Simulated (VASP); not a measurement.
# Ti in VASP: a series of runs

Ti is run at these levels: PBE; tasks: single point.

Program: VASP 6.6.1. These are calculated values, not measurements. Logs are shortened: lines on timing, memory, paths and dates and some standing lists are left out, and cuts for length are marked.

**1. The cell of the first run**

The cell holds a slab with vacuum, 5 atoms: a = 2.938 Å, b = 2.938 Å, c = 24.301 Å, α = 90.00°, β = 90.00°, γ = 120.00°.

**2. Single point, PBE**

File INCAR:

```
PREC = Accurate
ENCUT = 520
EDIFF = 1E-6
ISMEAR = 0
SIGMA = 0.1
LREAL = F
LASPH = T
NELM = 60
ALGO = Normal
ISIF = 2
LWAVE = F
LCHARG = T
LDIPOL = T
IDIPOL = 3
DIPOL = 0.5 0.5 0.500
GGA = PE
LELF = T
LVHAR = T
LVACPOTAV = T
NBANDS = 38
```

File KPOINTS:

```
Automatic mesh
0
Gamma
  12 12 1
```

File POSCAR:

```
Ti
1.0
    2.9384580613      0.0000000000      0.0000000000
   -1.4692290307      2.5447793291      0.0000000000
    0.0000000000      0.0000000000     24.3012680282
Ti
5
Direct
    0.3333333333      0.6666666667      0.3086258705
    0.6666666667      0.3333333333      0.4043129353
    0.3333333333      0.6666666667      0.5000000000
    0.6666666667      0.3333333333      0.5956870647
    0.3333333333      0.6666666667      0.6913741295
```

Potentials or basis: VASP PAW PBE potentials, release 64 (Ti_sv).

On the command line:

```bash
$ cat potpaw_PBE.64/Ti_sv/POTCAR > POTCAR
$ mpirun -np 1 vasp_std > vasp.out
```

OUTCAR:

```text
PREC = Accurate
   ENCUT = 520
   EDIFF = 1E-6
   ISMEAR = 0
   LREAL = F
   LASPH = T
   NELM = 60
   ISIF = 2
   GGA = PE

 ion  position               nearest neighbor table
   1  0.333  0.667  0.309-   2 2.88   2 2.88   2 2.88
   2  0.667  0.333  0.404-   3 2.88   3 2.88   3 2.88   1 2.88   1 2.88   1 2.88
   3  0.333  0.667  0.500-   2 2.88   4 2.88   2 2.88   4 2.88   2 2.88   4 2.88
   4  0.667  0.333  0.596-   3 2.88   3 2.88   3 2.88   5 2.88   5 2.88   5 2.88
   5  0.333  0.667  0.691-   4 2.88   4 2.88   4 2.88

  LATTYP: Found a hexagonal cell.
 ALAT       =     2.9384580613
 C/A-ratio  =     8.2700748220

  Lattice vectors:

 A1 = (   2.9384580613,   0.0000000000,   0.0000000000)
 A2 = (  -1.4692290307,   2.5447793291,   0.0000000000)
 A3 = (   0.0000000000,   0.0000000000,  24.3012680282)

Analysis of symmetry for initial positions (statically):
=====================================================================
 Subroutine PRICEL returns:
 Original cell was already a primitive cell.

 Routine SETGRP: Setting up the symmetry group for a
 hexagonal supercell.

 Subroutine GETGRP returns: Found 12 space group operations
 (whereof 12 operations were pure point group operations)
 out of a pool of 24 trial point group operations.

The static configuration has the point symmetry D_3h.

Analysis of symmetry for dynamics (positions and initial velocities):
=====================================================================
 Subroutine PRICEL returns:
 Original cell was already a primitive cell.

 Routine SETGRP: Setting up the symmetry group for a
 hexagonal supercell.

 Subroutine GETGRP returns: Found 12 space group operations
 (whereof 12 operations were pure point group operations)
 out of a pool of 24 trial point group operations.

The dynamic configuration has the point symmetry D_3h.

 Subroutine INISYM returns: Found 12 space group operations
 (whereof 12 operations are pure point group operations),
 and found     1 'primitive' translations

----------------------------------------------------------------------------------------

                                     Primitive cell

  volume of cell :     181.7183

  direct lattice vectors                    reciprocal lattice vectors
     2.938458061  0.000000000  0.000000000     0.340314539  0.196480691  0.000000000
    -1.469229031  2.544779329  0.000000000     0.000000000  0.392961381  0.000000000
     0.000000000  0.000000000 24.301268028     0.000000000  0.000000000  0.041150116

  length of vectors
     2.938458061  2.938458061 24.301268028     0.392961381  0.392961381  0.041150116

  position of ions in fractional coordinates (direct lattice)
     0.333333333  0.666666667  0.308625871
     0.666666667  0.333333333  0.404312935
     0.333333333  0.666666667  0.500000000
     0.666666667  0.333333333  0.595687065
     0.333333333  0.666666667  0.691374129

  ion indices of the primitive-cell ions
   primitive index   ion index
                 1           1
                 2           2
                 3           3
                 4           4
                 5           5

----------------------------------------------------------------------------------------

 KPOINTS: Automatic mesh

Automatic generation of k-mesh.
 Grid dimensions read from file:
 generate k-points for:   12   12    1

 Generating k-lattice:

  Cartesian coordinates                     Fractional coordinates (reciprocal lattice)
     0.028359545  0.016373391  0.000000000     0.083333333  0.000000000  0.000000000
     0.000000000  0.032746782  0.000000000     0.000000000  0.083333333  0.000000000
     0.000000000  0.000000000  0.041150116     0.000000000  0.000000000  1.000000000

  Length of vectors
     0.032746782  0.032746782  0.041150116

  Shift w.r.t. Gamma in fractional coordinates (k-lattice)
     0.000000000  0.000000000  0.000000000

 Subroutine IBZKPT returns following result:
 ===========================================

 Found     19 irreducible k-points:

 Following reciprocal coordinates:
            Coordinates               Weight
  0.000000  0.000000  0.000000      1.000000
  0.083333  0.000000  0.000000      6.000000
  0.166667  0.000000  0.000000      6.000000
  0.250000  0.000000  0.000000      6.000000
  0.333333  0.000000  0.000000      6.000000
  0.416667  0.000000  0.000000      6.000000
[... 11 lines left out ...]
  0.333333  0.250000  0.000000     12.000000
  0.333333  0.333333  0.000000      2.000000
   k-points           NKPTS =     19   k-points in BZ     NKDIM =     19   number of bands    NBANDS=     38
   number of dos      NEDOS =    301   number of ions     NIONS =      5
   total plane-waves  NPLWV = 110592
   dimension x,y,z NGX =    24 NGY =   24 NGZ =  192
   dimension x,y,z NGXF=    48 NGYF=   48 NGZF=  384
   ions per type =               5
   NGX,Y,Z   is equivalent  to a cutoff of  13.58, 13.58, 13.13 a.u.
   NGXF,Y,Z  is equivalent  to a cutoff of  27.16, 27.16, 26.27 a.u.
 SYSTEM =  unknown system
   PREC   = accura    normal or accurate (medium, high low for compatibility)
   ISTART =      0    job   : 0-new  1-cont  2-samecut
   ICHARG =      2    charge: 1-file 2-atom 10-const
   ISPIN  =      1    spin polarized calculation?
   LNONCOLLINEAR =      F non collinear calculations
   LSORBIT =      F    spin-orbit coupling
   LASPH  =      T    aspherical Exc in radial PAW
   ENCUT  =  520.0 eV  38.22 Ry    6.18 a.u.   5.46  5.46 45.18*2*pi/ulx,y,z
   NELM   =     60;   NELMIN=  2; NELMDL= -5     # of ELM steps
   EDIFF  = 0.1E-05   stopping-criterion for ELM
   LREAL  =      F    real-space projection
   EDIFFG = 0.1E-04   stopping-criterion for IOM
   NSW    =      0    number of steps for IOM
   IBRION =     -1    ionic relax: 0-MD 1-quasi-New 2-CG
   NFREE  =      0    steps in history (QN), initial steepest desc. (CG)
   ISIF   =      2    stress and relaxation
   ISYM   =      2    0-nonsym 1-usesym 2-fastsym
   POTIM  = 0.5000    time-step for ionic-motion
   TEBEG  =    0.0;   TEEND  =   0.0 temperature during run
   PSTRESS=    0.0 pullay stress
   NELECT =      60.0000    total number of electrons
   NUPDOWN=      -1.0000    fix difference up-down
   EMIN   =  10.00;   EMAX   =-10.00  energy-range for DOS
   EFERMI =   0.00;   METHOD = LEGACY
   ISMEAR =     0;   SIGMA  =   0.10  broadening in eV -4-tet -1-fermi 0-gaus
   EFERMI_NEDOS =   21; number of points for ismear=-14 and -15
   IALGO  =     38    algorithm
   IMIX   =      4    mixing-type and parameters
     AMIX     =   0.40;   BMIX     =  1.00
     AMIX_MAG =   1.60;   BMIX_MAG =  1.00
  volume/ion in A,a.u.               =      36.34       245.26
  Fermi-wavevector in a.u.,A,eV,Ry     =   1.131512  2.138247 17.419795  1.280319
  Thomas-Fermi vector in A             =   2.268211
   LORBIT       =      0    0 simple, 1 ext, 2 COOP (PROOUT), +10 PAW based schemes
   GGA     = PE    functional components
   LHFCALC =     F    Hartree Fock is set to
   AEXX    =    0.0000 exact exchange contribution
   IVDW    =     0    specifies the selected vdW correction
   LEPSILON=     F    determine dielectric tensor
   LRPA    =     F    only Hartree local field effects (RPA)
 non-spin polarized calculation
 Gauss-broadening in eV      SIGMA  =   0.10
  energy-cutoff  :      520.00
  volume of cell :      181.72
 maximum number of plane-waves:      4999
 NGX is ok and might be reduce to    24
   NGX = 11   NGY = 11   NGZ = 91

 dipolmoment           0.000000      0.000000     -0.000000 electrons x Angstroem

 number of electron      59.9999991 magnetization

 dipolmoment           0.000000      0.000000      0.000000 electrons x Angstroem

 Free energy of the ion-electron system (eV)
  ---------------------------------------------------
  ext. energy  EPLUGINS =         0.00000000
  ---------------------------------------------------
  free energy    TOTEN  =       -37.25841763 eV

  energy without entropy =      -37.20398469  energy(sigma->0) =      -37.23120116

 E-fermi :   1.7860     XC(G=0):  -6.3716

 val. band max:        1.7817742935   @ k =   0.3333   0.0000   0.0000
 cond. band min:       1.7901938947   @ k =   0.0833   0.0833   0.0000
 fundamental gap:      0.0084196012
 Fermi energy:         1.7860068040

 k-point     1 :       0.0000    0.0000    0.0000
  band No.  band energies     occupation
      1     -55.1775      2.00000
      2     -55.1771      2.00000
      3     -55.0175      2.00000
      4     -54.9778      2.00000
      5     -54.9206      2.00000
      6     -31.6388      2.00000
[... 30 lines left out ...]
     37       2.5766      0.00000
     38       2.6956      0.00000

 k-point     2 :       0.0833    0.0000    0.0000
  band No.  band energies     occupation
      1     -55.1724      2.00000
      2     -55.1721      2.00000
      3     -55.0116      2.00000
      4     -54.9734      2.00000
      5     -54.9175      2.00000
      6     -31.6270      2.00000
[... 30 lines left out ...]
     37       2.6975      0.00000
     38       2.7417      0.00000

 k-point     3 :       0.1667    0.0000    0.0000
  band No.  band energies     occupation
      1     -55.1586      2.00000
      2     -55.1584      2.00000
      3     -54.9953      2.00000
      4     -54.9614      2.00000
      5     -54.9090      2.00000
      6     -31.5947      2.00000
[... 30 lines left out ...]
     37       2.8393      0.00000
     38       3.0220      0.00000

 k-point     4 :       0.2500    0.0000    0.0000
  band No.  band energies     occupation
      1     -55.1396      2.00000
      2     -55.1395      2.00000
      3     -54.9722      2.00000
      4     -54.9450      2.00000
      5     -54.8981      2.00000
      6     -31.5519      2.00000
[... 30 lines left out ...]
     37       3.0171      0.00000
     38       3.3250      0.00000
[... 498 lines left out ...]
      4     -54.9120      2.00000
      5     -54.8815      2.00000
      6     -31.5319      2.00000
[... 30 lines left out ...]
     37       2.9685      0.00000
     38       3.2473      0.00000

 k-point    18 :       0.3333    0.2500    0.0000
  band No.  band energies     occupation
      1     -55.0946      2.00000
      2     -55.0946      2.00000
      3     -54.9087      2.00000
      4     -54.9059      2.00000
      5     -54.8807      2.00000
      6     -31.5297      2.00000
[... 30 lines left out ...]
     37       3.1926      0.00000
     38       3.3633      0.00000

 k-point    19 :       0.3333    0.3333    0.0000
  band No.  band energies     occupation
      1     -55.0921      2.00000
      2     -55.0921      2.00000
      3     -54.9038      2.00000
      4     -54.9037      2.00000
      5     -54.8810      2.00000
      6     -31.4936      2.00000
[... 30 lines left out ...]
     37       3.2938      0.00000
     38       3.3986      0.00000

------------------------ aborting loop because EDIFF is reached ----------------------------------------

  FORCE on cell =-STRESS in cart. coord.  units (eV):
  Direction    XX          YY          ZZ          XY          YZ          ZX
  --------------------------------------------------------------------------------------
  -------------------------------------------------------------------------------------
  Total       -1.7410237     -1.7410237     -2.2617489      0.0000000      0.0000000      0.0000000
  in kB      -15.3502939    -15.3502939    -19.9414352      0.0000000      0.0000000      0.0000000
  external PRESSURE =     -16.8806743 kB  Pullay stress =       0.0000000 kB

 VOLUME and BASIS-vectors are now :
 -----------------------------------------------------------------------------
  energy-cutoff  :      520.00
  volume of cell :      181.72
      direct lattice vectors                 reciprocal lattice vectors
     2.938458061  0.000000000  0.000000000     0.340314539  0.196480691  0.000000000
    -1.469229031  2.544779329  0.000000000     0.000000000  0.392961381  0.000000000
     0.000000000  0.000000000 24.301268028     0.000000000  0.000000000  0.041150116

 POSITION                                       TOTAL-FORCE (eV/Angst)
 -----------------------------------------------------------------------------------
     -0.00000      1.69652      7.50000        -0.000000     -0.000000      0.571837
      1.46923      0.84826      9.82532         0.000000      0.000000     -0.663234
     -0.00000      1.69652     12.15063         0.000000      0.000000      0.000000
      1.46923      0.84826     14.47595        -0.000000      0.000000      0.663234
     -0.00000      1.69652     16.80127        -0.000000     -0.000000     -0.571837
 -----------------------------------------------------------------------------------
    total drift:                                0.000000     -0.000000      0.000000

  FREE ENERGIE OF THE ION-ELECTRON SYSTEM (eV)
  ---------------------------------------------------
  free  energy   TOTEN  =       -37.2584176279 eV

  energy  without entropy=      -37.2039846943  energy(sigma->0) =      -37.23120116

 vacuum level on the upper side and lower side of the slab         6.281         6.281
```

It took 9.4 min on 1 thread of AMD EPYC 7R13 (Zen 3), shared host; peak memory 0.32 GiB.

Results:

* Free energy: -37.2584 eV
* Largest force: 0.663 eV/Å
* Band gap on the k mesh: zero (band 30 reaches 2.44 eV, above the bottom of band 31 at 1.44 eV)

Forces on the atoms (eV/Å):
```
Ti   0.000  0.000  0.572
Ti   0.000  0.000 -0.663
Ti   0.000  0.000  0.000
Ti   0.000  0.000  0.663
Ti   0.000  0.000 -0.572
```

Levels at points of the mesh, in eV from the Fermi level:
```tsv
k point	band 27	band 28	band 29	band 30	band 31	band 32	band 33	band 34
(0.00, 0.00, 0.00)	-0.06	0.27	0.41	0.65	0.67	0.67	0.70	0.70
(0.50, 0.00, 0.00)	-1.07	-0.90	-0.84	0.14	0.38	0.66	0.98	1.09
```

**3. Single point, PBE**

File INCAR:

```
ALGO = Normal ; DIPOL = 0.5 0.5 0.500
EDIFF = 1E-6 ; ENCUT = 520
GGA = PE ; IDIPOL = 3
ISIF = 2 ; ISMEAR = 0
LASPH = T ; LCHARG = T
LDIPOL = T ; LELF = T
LREAL = F ; LVACPOTAV = T
LVHAR = T ; LWAVE = F
NBANDS = 38 ; NELM = 80
PREC = Accurate ; SIGMA = 0.1
```

File KPOINTS:

```
k-points
0
Gamma
  12 12 1
```

File POSCAR:

```
Ti
1.0
    2.9384580613      0.0000000000      0.0000000000
   -1.4692290307      2.5447793291      0.0000000000
    0.0000000000      0.0000000000     24.3012680282
Ti
5
Direct
    0.3333333333      0.6666666667      0.3134410598
    0.6666666667      0.3333333333      0.4021375306
    0.3333333333      0.6666666667      0.5000000421
    0.6666666667      0.3333333333      0.5978624670
    0.3333333333      0.6666666667      0.6865589006
```

Potentials or basis: VASP PAW PBE potentials, release 64 (Ti_sv).

On the command line:

```bash
$ cat potpaw_PBE.64/Ti_sv/POTCAR > POTCAR
$ mpirun -np 1 vasp_std > vasp.out
```

It took 9.1 min on 1 thread of AMD EPYC 7R13 (Zen 3), shared host; peak memory 0.33 GiB.

Results (log left out):

```yaml
Free_energy: -37.3747 eV
Largest_force: 0.005 eV/Å
Band_gap_on_the_k_mesh: zero (band 30 reaches 2.39 eV, above the bottom of band 31 at 1.40 eV)
```

Forces on the atoms (eV/Å):
```
Ti   0.000  0.000  0.005
Ti   0.000  0.000  0.001
Ti   0.000  0.000  0.000
Ti   0.000  0.000 -0.001
Ti   0.000  0.000 -0.005
```

Levels at points of the mesh, in eV from the Fermi level:
```
           k point  band 27  band 28  band 29  band 30  band 31  band 32  band 33  band 34
(0.00, 0.00, 0.00)    -0.11     0.42     0.42     0.61     0.61     0.65     0.65     0.70
(0.50, 0.00, 0.00)    -1.12    -0.93    -0.74     0.25     0.43     0.60     0.90     1.10
```
